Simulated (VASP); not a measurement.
# RbGe (Fm-3m) in VASP: a series of runs

Runs on RbGe. Level: LDA. Tasks: single point.

Program: VASP 6.6.1. These are calculated values, not measurements. Logs are shortened: lines on timing, memory, paths and dates and some standing lists are left out, and cuts for length are marked.

## Step 1: The cell of the first run

The structure is cubic, space group Fm-3m (No. 225). The conventional cell has a = 7.186 Å, b = 7.186 Å, c = 7.186 Å, α = 90.00°, β = 90.00°, γ = 90.00°. Rb (site symmetry m-3m) has 6 Ge at 3.59 Å within 4.7 Å. Within 4.7 Å of Ge (site symmetry m-3m) lie 6 Rb at 3.59 Å.

## Step 2: Single point, LDA

INCAR reads:

```
SYSTEM = RbGe
PREC = Accurate
ENCUT = 520
EDIFF = 1E-6
ISMEAR = 1
SIGMA = 0.15
LREAL = .FALSE.
LASPH = .TRUE.
NELM = 80
ALGO = Normal
ISIF = 2
LWAVE = .FALSE.
LCHARG = .TRUE.
LELF = .TRUE.
LVHAR = .TRUE.
NBANDS = 18
```

KPOINTS reads:

```
regular mesh
0
G
  6 6 6
  0 0 0
```

POSCAR reads:

```
RbGe
1.0
    0.0000000000      3.5930720000      3.5930720000
    3.5930720000      0.0000000000      3.5930720000
    3.5930720000      3.5930720000      0.0000000000
Rb Ge
1 1
Direct
    0.0000000000      0.0000000000      0.0000000000
    0.5000000000      0.5000000000      0.5000000000
```

Potentials or basis: VASP PAW LDA potentials, release 64 (Rb_sv, Ge_d).

Run with:

```
> cat potpaw_LDA.64/Rb_sv/POTCAR potpaw_LDA.64/Ge_d/POTCAR > POTCAR
> mpirun -np 1 vasp_std > vasp.out
```

OUTCAR:

```text
SYSTEM = RbGe
   PREC = Accurate
   ENCUT = 520
   EDIFF = 1E-6
   ISMEAR = 1
   LREAL = .FALSE.
   LASPH = .TRUE.
   NELM = 80
   ISIF = 2

 ion  position               nearest neighbor table
   1  0.000  0.000  0.000-   2 3.59   2 3.59   2 3.59   2 3.59   2 3.59   2 3.59
   2  0.500  0.500  0.500-   1 3.59   1 3.59   1 3.59   1 3.59   1 3.59   1 3.59

  LATTYP: Found a face centered cubic cell.
 ALAT       =     7.1861440000

  Lattice vectors:

 A1 = (   0.0000000000,   3.5930720000,   3.5930720000)
 A2 = (   3.5930720000,   0.0000000000,   3.5930720000)
 A3 = (   3.5930720000,   3.5930720000,   0.0000000000)

Analysis of symmetry for initial positions (statically):
=====================================================================
 Subroutine PRICEL returns:
 Original cell was already a primitive cell.

 Routine SETGRP: Setting up the symmetry group for a
 face centered cubic supercell.

 Subroutine GETGRP returns: Found 48 space group operations
 (whereof 48 operations were pure point group operations)
 out of a pool of 48 trial point group operations.

The static configuration has the point symmetry O_h .

Analysis of symmetry for dynamics (positions and initial velocities):
=====================================================================
 Subroutine PRICEL returns:
 Original cell was already a primitive cell.

 Routine SETGRP: Setting up the symmetry group for a
 face centered cubic supercell.

 Subroutine GETGRP returns: Found 48 space group operations
 (whereof 48 operations were pure point group operations)
 out of a pool of 48 trial point group operations.

The dynamic configuration has the point symmetry O_h .

 Subroutine INISYM returns: Found 48 space group operations
 (whereof 48 operations are pure point group operations),
 and found     1 'primitive' translations

----------------------------------------------------------------------------------------

                                     Primitive cell

  volume of cell :      92.7743

  direct lattice vectors                    reciprocal lattice vectors
     0.000000000  3.593072000  3.593072000    -0.139156688  0.139156688  0.139156688
     3.593072000  0.000000000  3.593072000     0.139156688 -0.139156688  0.139156688
     3.593072000  3.593072000  0.000000000     0.139156688  0.139156688 -0.139156688

  length of vectors
     5.081371153  5.081371153  5.081371153     0.241026454  0.241026454  0.241026454

  position of ions in fractional coordinates (direct lattice)
     0.000000000  0.000000000  0.000000000
     0.500000000  0.500000000  0.500000000

  ion indices of the primitive-cell ions
   primitive index   ion index
                 1           1
                 2           2

----------------------------------------------------------------------------------------

 KPOINTS: regular mesh

Automatic generation of k-mesh.
 Grid dimensions read from file:
 generate k-points for:    6    6    6

 Generating k-lattice:

  Cartesian coordinates                     Fractional coordinates (reciprocal lattice)
    -0.023192781  0.023192781  0.023192781     0.166666667  0.000000000  0.000000000
     0.023192781 -0.023192781  0.023192781     0.000000000  0.166666667  0.000000000
     0.023192781  0.023192781 -0.023192781     0.000000000  0.000000000  0.166666667

  Length of vectors
     0.040171076  0.040171076  0.040171076

  Shift w.r.t. Gamma in fractional coordinates (k-lattice)
     0.000000000  0.000000000  0.000000000

 Subroutine IBZKPT returns following result:
 ===========================================

 Found     16 irreducible k-points:

 Following reciprocal coordinates:
            Coordinates               Weight
  0.000000  0.000000  0.000000      1.000000
  0.166667  0.000000  0.000000      8.000000
  0.333333  0.000000  0.000000      8.000000
  0.500000  0.000000  0.000000      4.000000
  0.166667  0.166667  0.000000      6.000000
  0.333333  0.166667  0.000000     24.000000
[... 8 lines left out ...]
 -0.333333  0.333333  0.166667     24.000000
 -0.333333  0.500000  0.166667     12.000000
   k-points           NKPTS =     16   k-points in BZ     NKDIM =     16   number of bands    NBANDS=     18
   number of dos      NEDOS =    301   number of ions     NIONS =      2
   total plane-waves  NPLWV =  64000
   dimension x,y,z NGX =    40 NGY =   40 NGZ =   40
   dimension x,y,z NGXF=    80 NGYF=   80 NGZF=   80
   ions per type =               1   1
   NGX,Y,Z   is equivalent  to a cutoff of  13.09, 13.09, 13.09 a.u.
   NGXF,Y,Z  is equivalent  to a cutoff of  26.17, 26.17, 26.17 a.u.
 SYSTEM =  RbGe
   PREC   = accura    normal or accurate (medium, high low for compatibility)
   ISTART =      0    job   : 0-new  1-cont  2-samecut
   ICHARG =      2    charge: 1-file 2-atom 10-const
   ISPIN  =      1    spin polarized calculation?
   LNONCOLLINEAR =      F non collinear calculations
   LSORBIT =      F    spin-orbit coupling
   LASPH  =      T    aspherical Exc in radial PAW
   ENCUT  =  520.0 eV  38.22 Ry    6.18 a.u.   9.45  9.45  9.45*2*pi/ulx,y,z
   NELM   =     80;   NELMIN=  2; NELMDL= -5     # of ELM steps
   EDIFF  = 0.1E-05   stopping-criterion for ELM
   LREAL  =      F    real-space projection
   EDIFFG = 0.1E-04   stopping-criterion for IOM
   NSW    =      0    number of steps for IOM
   IBRION =     -1    ionic relax: 0-MD 1-quasi-New 2-CG
   NFREE  =      0    steps in history (QN), initial steepest desc. (CG)
   ISIF   =      2    stress and relaxation
   ISYM   =      2    0-nonsym 1-usesym 2-fastsym
   POTIM  = 0.5000    time-step for ionic-motion
   TEBEG  =    0.0;   TEEND  =   0.0 temperature during run
   PSTRESS=    0.0 pullay stress
   NELECT =      23.0000    total number of electrons
   NUPDOWN=      -1.0000    fix difference up-down
   EMIN   =  10.00;   EMAX   =-10.00  energy-range for DOS
   EFERMI =   0.00;   METHOD = LEGACY
   ISMEAR =     1;   SIGMA  =   0.15  broadening in eV -4-tet -1-fermi 0-gaus
   EFERMI_NEDOS =   21; number of points for ismear=-14 and -15
   IALGO  =     38    algorithm
   IMIX   =      4    mixing-type and parameters
     AMIX     =   0.40;   BMIX     =  1.00
     AMIX_MAG =   1.60;   BMIX_MAG =  1.00
  volume/ion in A,a.u.               =      46.39       313.04
  Fermi-wavevector in a.u.,A,eV,Ry     =   1.028430  1.943451 14.390458  1.057669
  Thomas-Fermi vector in A             =   2.162426
   LORBIT       =      0    0 simple, 1 ext, 2 COOP (PROOUT), +10 PAW based schemes
   GGA     = CA    functional components
   LHFCALC =     F    Hartree Fock is set to
   AEXX    =    0.0000 exact exchange contribution
   IVDW    =     0    specifies the selected vdW correction
   LEPSILON=     F    determine dielectric tensor
   LRPA    =     F    only Hartree local field effects (RPA)
 non-spin polarized calculation
 Methfessel and Paxton  Order N= 1 SIGMA  =   0.15
  energy-cutoff  :      520.00
  volume of cell :       92.77
 maximum number of plane-waves:      2529
 NGX is ok and might be reduce to    40
   NGX = 19   NGY = 19   NGZ = 19

 number of electron      23.0000011 magnetization

 Free energy of the ion-electron system (eV)
  ---------------------------------------------------
  ext. energy  EPLUGINS =         0.00000000
  ---------------------------------------------------
  free energy    TOTEN  =        -4.33644795 eV

  energy without entropy =       -4.32641165  energy(sigma->0) =       -4.33310252

 E-fermi :   0.1553     XC(G=0):  -7.5770

 val. band max:        0.1279902260   @ k =   0.1667   0.0000   0.0000
 cond. band min:       0.1806415336   @ k =  -0.3333   0.1667   0.0000
 fundamental gap:      0.0526513075
 Fermi energy:         0.1553315611

 k-point     1 :       0.0000    0.0000    0.0000
  band No.  band energies     occupation
      1     -26.7111      2.00000
      2     -24.6863      2.00000
      3     -24.6863      2.00000
      4     -24.6821      2.00000
      5     -24.6821      2.00000
      6     -24.6821      2.00000
[... 10 lines left out ...]
     17       4.3849      0.00000
     18       5.3622      0.00000

 k-point     2 :       0.1667    0.0000    0.0000
  band No.  band energies     occupation
      1     -26.7100      2.00000
      2     -24.6863      2.00000
      3     -24.6863      2.00000
      4     -24.6821      2.00000
      5     -24.6821      2.00000
      6     -24.6821      2.00000
[... 10 lines left out ...]
     17       4.7238      0.00000
     18       5.8757      0.00000

 k-point     3 :       0.3333    0.0000    0.0000
  band No.  band energies     occupation
      1     -26.7076      2.00000
      2     -24.6864      2.00000
      3     -24.6864      2.00000
      4     -24.6821      2.00000
      5     -24.6820      2.00000
      6     -24.6820      2.00000
[... 10 lines left out ...]
     17       5.7129      0.00000
     18       7.0123      0.00000

 k-point     4 :       0.5000    0.0000    0.0000
  band No.  band energies     occupation
      1     -26.7064      2.00000
      2     -24.6864      2.00000
      3     -24.6864      2.00000
      4     -24.6821      2.00000
      5     -24.6820      2.00000
      6     -24.6820      2.00000
[... 207 lines left out ...]
      4     -24.6821      2.00000
      5     -24.6820      2.00000
      6     -24.6819      2.00000
[... 10 lines left out ...]
     17       6.6554      0.00000
     18       6.8485      0.00000

 k-point    15 :      -0.3333    0.3333    0.1667
  band No.  band energies     occupation
      1     -26.7056      2.00000
      2     -24.6863      2.00000
      3     -24.6860      2.00000
      4     -24.6820      2.00000
      5     -24.6820      2.00000
      6     -24.6819      2.00000
[... 10 lines left out ...]
     17       6.5325      0.00000
     18       7.2863      0.00000

 k-point    16 :      -0.3333    0.5000    0.1667
  band No.  band energies     occupation
      1     -26.7053      2.00000
      2     -24.6863      2.00000
      3     -24.6858      2.00000
      4     -24.6821      2.00000
      5     -24.6819      2.00000
      6     -24.6819      2.00000
[... 10 lines left out ...]
     17       6.7407      0.00000
     18       7.1601      0.00000

------------------------ aborting loop because EDIFF is reached ----------------------------------------

  FORCE on cell =-STRESS in cart. coord.  units (eV):
  Direction    XX          YY          ZZ          XY          YZ          ZX
  --------------------------------------------------------------------------------------
  -------------------------------------------------------------------------------------
  Total       -0.8246210     -0.8246210     -0.8246210     -0.0000000      0.0000000     -0.0000000
  in kB      -14.2408931    -14.2408931    -14.2408931     -0.0000000      0.0000000     -0.0000000
  external PRESSURE =     -14.2408931 kB  Pullay stress =       0.0000000 kB

 VOLUME and BASIS-vectors are now :
 -----------------------------------------------------------------------------
  energy-cutoff  :      520.00
  volume of cell :       92.77
      direct lattice vectors                 reciprocal lattice vectors
     0.000000000  3.593072000  3.593072000    -0.139156688  0.139156688  0.139156688
     3.593072000  0.000000000  3.593072000     0.139156688 -0.139156688  0.139156688
     3.593072000  3.593072000  0.000000000     0.139156688  0.139156688 -0.139156688

 POSITION                                       TOTAL-FORCE (eV/Angst)
 -----------------------------------------------------------------------------------
      0.00000      0.00000      0.00000         0.000000      0.000000     -0.000000
      3.59307      3.59307      3.59307        -0.000000     -0.000000      0.000000
 -----------------------------------------------------------------------------------
    total drift:                                0.000000     -0.000000      0.000000

  FREE ENERGIE OF THE ION-ELECTRON SYSTEM (eV)
  ---------------------------------------------------
  free  energy   TOTEN  =        -4.3364479460 eV

  energy  without entropy=       -4.3264116541  energy(sigma->0) =       -4.33310252
```

Run time: 38 s. Hardware: 1 thread of AMD EPYC 7R13, shared host; peak memory 0.17 GiB.

Results:

```
Free energy            : -4.3364 eV
Pressure               : -1.4 GPa
Band gap on the k mesh : zero (an odd number of electrons rules out a gap without spin polarisation)
```

## Step 3: Single point, LDA

INCAR reads:

```
SYSTEM = RbGe
ALGO = Normal
EDIFF = 1E-6
ENCUT = 520
GGA = CA
ISIF = 2
ISMEAR = 1
LASPH = .True.
LCHARG = .False.
LREAL = .False.
LWAVE = .False.
NBANDS = 18
NELM = 80
PREC = Accurate
SIGMA = 0.15
```

KPOINTS reads:

```
k-points
0
Gamma
  6 6 6
  0 0 0
```

POSCAR is that of step 2.

Potentials or basis: VASP PAW LDA potentials, release 64 (Rb_sv, Ge_d).

Run with:

```
> cat potpaw_LDA.64/Rb_sv/POTCAR potpaw_LDA.64/Ge_d/POTCAR > POTCAR
> mpirun -np 1 vasp_std > vasp.out
```

Wall time 34 s (1 thread of AMD EPYC 7R13, shared host); peak memory 0.17 GiB.

It converged, with:

| Item | Value |
| --- | --- |
| Free energy | -4.3364 eV |
| Pressure | -1.4 GPa |
| Band gap on the k mesh | zero (an odd number of electrons rules out a gap without spin polarisation) |

Levels at points of the mesh, in eV from the Fermi level:
| k point | band 9 | band 10 | band 11 | band 12 | band 13 | band 14 |
| --- | --- | --- | --- | --- | --- | --- |
| (0.00, 0.00, 0.00) | -11.03 | -7.86 | 0.87 | 0.87 | 0.87 | 2.40 |
| (0.50, 0.00, 0.00) | -11.04 | -7.32 | -1.42 | 0.12 | 0.12 | 3.86 |
| (0.50, 0.50, 0.00) | -11.08 | -7.54 | -0.64 | 0.34 | 0.34 | 2.56 |

The gap in the log of VASP goes by the Fermi energy; the results here count the filled bands.